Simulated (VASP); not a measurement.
# IrSe (Fm-3m) in VASP: further runs, part 2 of 2

VASP 6.6.1. The steps go on from the part before.

## (5) Single point, r2SCAN

This run uses another cell than the first one, of 17.09 Å³/atom, 1.042 times its volume.

Contents of POSCAR:

```
IrSe
1.0
    0.0000000000      2.5759288615      2.5759288615
    2.5759288615      0.0000000000      2.5759288615
    2.5759288615      2.5759288615      0.0000000000
Ir Se
1 1
Direct
    0.5000000000      0.5000000000      0.5000000000
    0.0000000000      0.0000000000      0.0000000000
```

Contents of INCAR.step1:

```
SYSTEM = IrSe
ALGO = Normal
EDIFF = 1E-4
ENCUT = 520
GGA = PE
ISMEAR = 0
LASPH = .TRUE.
LCHARG = .FALSE.
LREAL = .FALSE.
LWAVE = .TRUE.
NBANDS = 14
NELM = 60
PREC = Accurate
SIGMA = 0.05
```

Contents of INCAR.step2:

```
SYSTEM = IrSe
ALGO = Normal
EDIFF = 1E-7
ENCUT = 520
ISIF = 2
ISMEAR = 0
ISTART = 1
LASPH = .TRUE.
LCHARG = .FALSE.
LMIXTAU = .TRUE.
LREAL = .FALSE.
LWAVE = .FALSE.
METAGGA = R2SCAN
NBANDS = 14
NELM = 60
PREC = Accurate
SIGMA = 0.05
```

Contents of KPOINTS:

```
k-points
0
G
  12 12 12
  0 0 0
```

Potentials or basis: VASP PAW PBE potentials, release 64 (Ir, Se).

Launch:

```
cat potpaw_PBE.64/Ir/POTCAR potpaw_PBE.64/Se/POTCAR > POTCAR
cp INCAR.step1 INCAR
mpirun -np 1 vasp_std > vasp.out
cp INCAR.step2 INCAR
mpirun -np 1 vasp_std > vasp.out
```

OUTCAR:

```text
SYSTEM = IrSe
   EDIFF = 1E-7
   ENCUT = 520
   ISIF = 2
   ISMEAR = 0
   ISTART = 1
   LASPH = .TRUE.
   LREAL = .FALSE.
   METAGGA = R2SCAN
   NELM = 60
   PREC = Accurate

 ion  position               nearest neighbor table
   1  0.500  0.500  0.500-   2 2.58   2 2.58   2 2.58   2 2.58   2 2.58   2 2.58
   2  0.000  0.000  0.000-   1 2.58   1 2.58   1 2.58   1 2.58   1 2.58   1 2.58

  LATTYP: Found a face centered cubic cell.
 ALAT       =     5.1518577230

  Lattice vectors:

 A1 = (   0.0000000000,   2.5759288615,   2.5759288615)
 A2 = (   2.5759288615,   0.0000000000,   2.5759288615)
 A3 = (   2.5759288615,   2.5759288615,   0.0000000000)

Analysis of symmetry for initial positions (statically):
=====================================================================
 Subroutine PRICEL returns:
 Original cell was already a primitive cell.

 Routine SETGRP: Setting up the symmetry group for a
 face centered cubic supercell.

 Subroutine GETGRP returns: Found 48 space group operations
 (whereof 48 operations were pure point group operations)
 out of a pool of 48 trial point group operations.

The static configuration has the point symmetry O_h .

Analysis of symmetry for dynamics (positions and initial velocities):
=====================================================================
 Subroutine PRICEL returns:
 Original cell was already a primitive cell.

 Routine SETGRP: Setting up the symmetry group for a
 face centered cubic supercell.

 Subroutine GETGRP returns: Found 48 space group operations
 (whereof 48 operations were pure point group operations)
 out of a pool of 48 trial point group operations.

The dynamic configuration has the point symmetry O_h .

 Subroutine INISYM returns: Found 48 space group operations
 (whereof 48 operations are pure point group operations),
 and found     1 'primitive' translations

----------------------------------------------------------------------------------------

                                     Primitive cell

  volume of cell :      34.1847

  direct lattice vectors                    reciprocal lattice vectors
     0.000000000  2.575928862  2.575928862    -0.194104739  0.194104739  0.194104739
     2.575928862  0.000000000  2.575928862     0.194104739 -0.194104739  0.194104739
     2.575928862  2.575928862  0.000000000     0.194104739  0.194104739 -0.194104739

  length of vectors
     3.642913532  3.642913532  3.642913532     0.336199270  0.336199270  0.336199270

  position of ions in fractional coordinates (direct lattice)
     0.500000000  0.500000000  0.500000000
     0.000000000  0.000000000  0.000000000

  ion indices of the primitive-cell ions
   primitive index   ion index
                 1           1
                 2           2

----------------------------------------------------------------------------------------

 KPOINTS: k-points

Automatic generation of k-mesh.
 Grid dimensions read from file:
 generate k-points for:   12   12   12

 Generating k-lattice:

  Cartesian coordinates                     Fractional coordinates (reciprocal lattice)
    -0.016175395  0.016175395  0.016175395     0.083333333  0.000000000  0.000000000
     0.016175395 -0.016175395  0.016175395     0.000000000  0.083333333  0.000000000
     0.016175395  0.016175395 -0.016175395     0.000000000  0.000000000  0.083333333

  Length of vectors
     0.028016606  0.028016606  0.028016606

  Shift w.r.t. Gamma in fractional coordinates (k-lattice)
     0.000000000  0.000000000  0.000000000

 Subroutine IBZKPT returns following result:
 ===========================================

 Found     72 irreducible k-points:

 Following reciprocal coordinates:
            Coordinates               Weight
  0.000000  0.000000  0.000000      1.000000
  0.083333  0.000000  0.000000      8.000000
  0.166667  0.000000  0.000000      8.000000
  0.250000  0.000000  0.000000      8.000000
  0.333333  0.000000  0.000000      8.000000
  0.416667  0.000000  0.000000      8.000000
[... 16 lines left out ...]
  0.500000  0.166667  0.000000     24.000000
 -0.416667  0.166667  0.000000     24.000000
 [... further k-points ...]
   k-points           NKPTS =     72   k-points in BZ     NKDIM =     72   number of bands    NBANDS=     14
   number of dos      NEDOS =    301   number of ions     NIONS =      2
   total plane-waves  NPLWV =  21952
   dimension x,y,z NGX =    28 NGY =   28 NGZ =   28
   dimension x,y,z NGXF=    56 NGYF=   56 NGZF=   56
   ions per type =               1   1
   NGX,Y,Z   is equivalent  to a cutoff of  12.78, 12.78, 12.78 a.u.
   NGXF,Y,Z  is equivalent  to a cutoff of  25.56, 25.56, 25.56 a.u.
 SYSTEM =  IrSe
   PREC   = accura    normal or accurate (medium, high low for compatibility)
   ISTART =      1    job   : 0-new  1-cont  2-samecut
   ICHARG =      0    charge: 1-file 2-atom 10-const
   ISPIN  =      1    spin polarized calculation?
   LNONCOLLINEAR =      F non collinear calculations
   LSORBIT =      F    spin-orbit coupling
   LASPH  =      T    aspherical Exc in radial PAW
   ENCUT  =  520.0 eV  38.22 Ry    6.18 a.u.   6.77  6.77  6.77*2*pi/ulx,y,z
   NELM   =     60;   NELMIN=  2; NELMDL=  0     # of ELM steps
   EDIFF  = 0.1E-06   stopping-criterion for ELM
   LREAL  =      F    real-space projection
   EDIFFG = 0.1E-05   stopping-criterion for IOM
   NSW    =      0    number of steps for IOM
   IBRION =     -1    ionic relax: 0-MD 1-quasi-New 2-CG
   NFREE  =      0    steps in history (QN), initial steepest desc. (CG)
   ISIF   =      2    stress and relaxation
   ISYM   =      2    0-nonsym 1-usesym 2-fastsym
   POTIM  = 0.5000    time-step for ionic-motion
   TEBEG  =    0.0;   TEEND  =   0.0 temperature during run
   PSTRESS=    0.0 pullay stress
   NELECT =      15.0000    total number of electrons
   NUPDOWN=      -1.0000    fix difference up-down
   EMIN   =  10.00;   EMAX   =-10.00  energy-range for DOS
   EFERMI =   0.00;   METHOD = LEGACY
   ISMEAR =     0;   SIGMA  =   0.05  broadening in eV -4-tet -1-fermi 0-gaus
   EFERMI_NEDOS =   21; number of points for ismear=-14 and -15
   IALGO  =     38    algorithm
   IMIX   =      4    mixing-type and parameters
     AMIX     =   0.40;   BMIX     =  1.00
     AMIX_MAG =   1.60;   BMIX_MAG =  1.00
  volume/ion in A,a.u.               =      17.09       115.34
  Fermi-wavevector in a.u.,A,eV,Ry     =   1.244022  2.350861 21.056250  1.547591
  Thomas-Fermi vector in A             =   2.378307
   LORBIT       =      0    0 simple, 1 ext, 2 COOP (PROOUT), +10 PAW based schemes
   METAGGA = R2SCAN    functional components
   LHFCALC =     F    Hartree Fock is set to
   AEXX    =    0.0000 exact exchange contribution
   IVDW    =     0    specifies the selected vdW correction
   LEPSILON=     F    determine dielectric tensor
   LRPA    =     F    only Hartree local field effects (RPA)
 non-spin polarized calculation
 Gauss-broadening in eV      SIGMA  =   0.05
  energy-cutoff  :      520.00
  volume of cell :       34.18
 maximum number of plane-waves:       941
   NGX = 13   NGY = 13   NGZ = 13

 number of electron      15.0000000 magnetization

 Free energy of the ion-electron system (eV)
  ---------------------------------------------------
  ext. energy  EPLUGINS =         0.00000000
  ---------------------------------------------------
  free energy    TOTEN  =       -65.85133585 eV

  energy without entropy =      -65.84864968  energy(sigma->0) =      -65.84999276

 E-fermi :   7.3973     XC(G=0): -12.7137

 val. band max:        7.3922677963   @ k =   0.4167   0.2500   0.0833
 cond. band min:       7.4072689786   @ k =  -0.3333   0.3333   0.0833
 fundamental gap:      0.0150011823
 Fermi energy:         7.3973418793

 k-point     1 :       0.0000    0.0000    0.0000
  band No.  band energies     occupation
      1      -9.1631      2.00000
      2       4.5388      2.00000
      3       4.5388      2.00000
      4       4.5388      2.00000
      5       4.8123      2.00000
      6       4.8124      2.00000
      7       5.6161      2.00000
      8       5.6161      2.00000
      9       5.6161      2.00000
     10      10.0695      0.00000
     11      17.7564      0.00000
     12      20.3699      0.00000
     13      20.3699      0.00000
     14      20.3699      0.00000
[... 375 lines left out ...]
 k-point    24 :      -0.4167    0.1667    0.0000
  band No.  band energies     occupation
      1      -7.2764      2.00000
      2      -0.6554      2.00000
      3       1.5534      2.00000
      4       1.6563      2.00000
      5       5.8758      2.00000
      6       5.9453      2.00000
      7       6.3577      2.00000
      8       9.1261      0.00000
      9      10.6968      0.00000
     10      12.3393      0.00000
     11      14.8199      0.00000
     12      15.9500      0.00000
     13      17.7173      0.00000
     14      21.3725      0.00000

 [... further k-points ...]
[... 5 lines left out ...]
  --------------------------------------------------------------------------------------
  -------------------------------------------------------------------------------------
  Total        0.1543612      0.1543612      0.1543612      0.0000000      0.0000000      0.0000000
  in kB        7.2346452      7.2346452      7.2346452      0.0000000      0.0000000      0.0000000
  external PRESSURE =       7.2346452 kB  Pullay stress =       0.0000000 kB

 VOLUME and BASIS-vectors are now :
 -----------------------------------------------------------------------------
  energy-cutoff  :      520.00
  volume of cell :       34.18
      direct lattice vectors                 reciprocal lattice vectors
     0.000000000  2.575928862  2.575928862    -0.194104739  0.194104739  0.194104739
     2.575928862  0.000000000  2.575928862     0.194104739 -0.194104739  0.194104739
     2.575928862  2.575928862  0.000000000     0.194104739  0.194104739 -0.194104739

 POSITION                                       TOTAL-FORCE (eV/Angst)
 -----------------------------------------------------------------------------------
      2.57593      2.57593      2.57593        -0.000000     -0.000000     -0.000000
      0.00000      0.00000      0.00000         0.000000      0.000000      0.000000
 -----------------------------------------------------------------------------------
    total drift:                                0.000000      0.000000      0.000000

  FREE ENERGIE OF THE ION-ELECTRON SYSTEM (eV)
  ---------------------------------------------------
  free  energy   TOTEN  =       -65.8513358475 eV

  energy  without entropy=      -65.8486496802  energy(sigma->0) =      -65.84999276
```

OUTCAR.step1:

```text
SYSTEM = IrSe
   EDIFF = 1E-4
   ENCUT = 520
   GGA = PE
   ISMEAR = 0
   LASPH = .TRUE.
   LREAL = .FALSE.
[... 628 lines left out ...]
      2.57593      2.57593      2.57593        -0.000000     -0.000000     -0.000000
      0.00000      0.00000      0.00000         0.000000      0.000000      0.000000
 -----------------------------------------------------------------------------------
    total drift:                                0.000000      0.000000      0.000000

  FREE ENERGIE OF THE ION-ELECTRON SYSTEM (eV)
  ---------------------------------------------------
  free  energy   TOTEN  =       -11.3925256766 eV

  energy  without entropy=      -11.3898208534  energy(sigma->0) =      -11.39117326
```

OSZICAR.step1:

```text
N       E                     dE             d eps       ncg     rms          rms(c)
DAV:   1     0.868153751790E+02    0.86815E+02   -0.65782E+03  2016   0.964E+02
DAV:   2    -0.751626286929E+01   -0.94332E+02   -0.81425E+02  2088   0.229E+02
DAV:   3    -0.115035962687E+02   -0.39873E+01   -0.38475E+01  2676   0.490E+01
DAV:   4    -0.115479734201E+02   -0.44377E-01   -0.44345E-01  2238   0.533E+00
DAV:   5    -0.115486387104E+02   -0.66529E-03   -0.66528E-03  2616   0.673E-01    0.113E+01
DAV:   6    -0.114100189785E+02    0.13862E+00   -0.35813E-01  2504   0.721E+00    0.590E+00
DAV:   7    -0.113946822790E+02    0.15337E-01   -0.40302E-02  2516   0.214E+00    0.276E+00
DAV:   8    -0.113928181156E+02    0.18642E-02   -0.17995E-02  2544   0.136E+00    0.277E-01
DAV:   9    -0.113926393548E+02    0.17876E-03   -0.21824E-03  2112   0.311E-01    0.649E-02
DAV:  10    -0.113925203531E+02    0.11900E-03   -0.34128E-04  2184   0.217E-01    0.243E-02
DAV:  11    -0.113925256766E+02   -0.53234E-05   -0.32991E-05  1200   0.389E-02
   1 F= -.11392526E+02 E0= -.11391173E+02  d E =-.270482E-02
```

It took 100 s on 1 thread of Intel Xeon Platinum 8559C (Emerald Rapids), shared host; peak memory 0.19 GiB.

What came out:

```
Free energy : -65.8513 eV
Pressure    : 0.7 GPa
```

Caveat: the PAW data sets were made with another functional, which shifts forces and pressure a little; spin-orbit coupling is left out, which moves the levels of the heavy elements.

## (6) Single point, r2SCAN

This run uses another cell than the first one, of 17.09 Å³/atom, 1.042 times its volume.

POSCAR is that of step 5.

Contents of INCAR.step1:

```
SYSTEM = IrSe
PREC     = Accurate       ! precision mode
ENCUT    = 520            ! plane-wave cutoff, eV
ISMEAR   = -1             ! smearing method
SIGMA    = 0.05           ! smearing width, eV
LREAL    = .FALSE.        ! projectors in reciprocal space
LASPH    = .TRUE.         ! aspherical terms in the spheres
NELM     = 60             ! most SCF steps
NBANDS   = 14             ! bands
GGA      = PE             ! functional
ALGO     = Normal         ! electronic algorithm
EDIFF    = 1E-4           ! SCF threshold, eV
LWAVE    = .TRUE.         ! write WAVECAR
LCHARG   = .FALSE.        ! write CHGCAR
```

Contents of INCAR.step2:

```
SYSTEM = IrSe
PREC     = Accurate       ! precision mode
ENCUT    = 520            ! plane-wave cutoff, eV
EDIFF    = 1E-7           ! SCF threshold, eV
ISMEAR   = -1             ! smearing method
SIGMA    = 0.05           ! smearing width, eV
LREAL    = .FALSE.        ! projectors in reciprocal space
LASPH    = .TRUE.         ! aspherical terms in the spheres
NELM     = 60             ! most SCF steps
ALGO     = Normal         ! electronic algorithm
ISIF     = 2              ! what is computed and relaxed
LWAVE    = .FALSE.        ! write WAVECAR
LCHARG   = .TRUE.         ! write CHGCAR
METAGGA  = R2SCAN         ! meta-GGA
LMIXTAU  = .TRUE.       
LELF     = .TRUE.         ! ELF
LVHAR    = .TRUE.       
NBANDS   = 14             ! bands
ISTART   = 1
```

Contents of KPOINTS:

```
regular mesh
0
G
  12 12 12
  0 0 0
```

Potentials or basis: VASP PAW PBE potentials, release 64 (Ir, Se).

Launch:

```
cat potpaw_PBE.64/Ir/POTCAR potpaw_PBE.64/Se/POTCAR > POTCAR
cp INCAR.step1 INCAR
mpirun -np 1 vasp_std > vasp.out
cp INCAR.step2 INCAR
mpirun -np 1 vasp_std > vasp.out
```

It took 90 s on 1 thread of Intel Xeon Platinum 8559C (Emerald Rapids), shared host; peak memory 0.19 GiB.

It converged, with:

```
Free energy : -65.8571 eV
Pressure    : 0.8 GPa
```

Levels at points of the mesh, in eV from the Fermi level:
```tsv
k point	band 5	band 6	band 7	band 8	band 9	band 10	band 11	band 12
(0.00, 0.00, 0.00)	-2.57	-2.57	-1.76	-1.76	-1.76	2.69	10.38	12.99
(0.50, 0.00, 0.00)	-1.38	-1.38	-0.86	3.76	4.37	4.37	6.87	6.87
(0.50, 0.50, 0.00)	-3.62	-1.88	-0.91	-0.91	-0.28	1.31	10.09	12.87
```

Caveat: the PAW data sets were made with another functional, which shifts forces and pressure a little; spin-orbit coupling is left out, which moves the levels of the heavy elements.

## (7) Overview

```csv
cell,smearing,gap on the mesh (eV),pressure (GPa)
"a = 3.594 Å, angles 60.0°, 2 atoms",gaussian 0.05 eV,none,8.7
"a = 3.618 Å, angles 60.0°, 2 atoms",gaussian 0.05 eV,none,4.5
"a = 3.640 Å, angles 60.0°, 2 atoms",gaussian 0.05 eV,none,1.1
"a = 3.643 Å, angles 60.0°, 2 atoms",gaussian 0.05 eV,none,0.7
"a = 3.643 Å, angles 60.0°, 2 atoms",fermi-dirac 0.05 eV,none,0.8
```

Alike in all rows: task single point; level r2SCAN; potentials or basis VASP PAW PBE potentials, release 64 (Ir, Se); no spin polarisation; k mesh 12 × 12 × 12; cutoff (eV) 520.

Caveats: the PAW data sets were made with another functional, which shifts forces and pressure a little; spin-orbit coupling is left out, which moves the levels of the heavy elements.

Absolute energies hang on the potentials; compare differences alone.
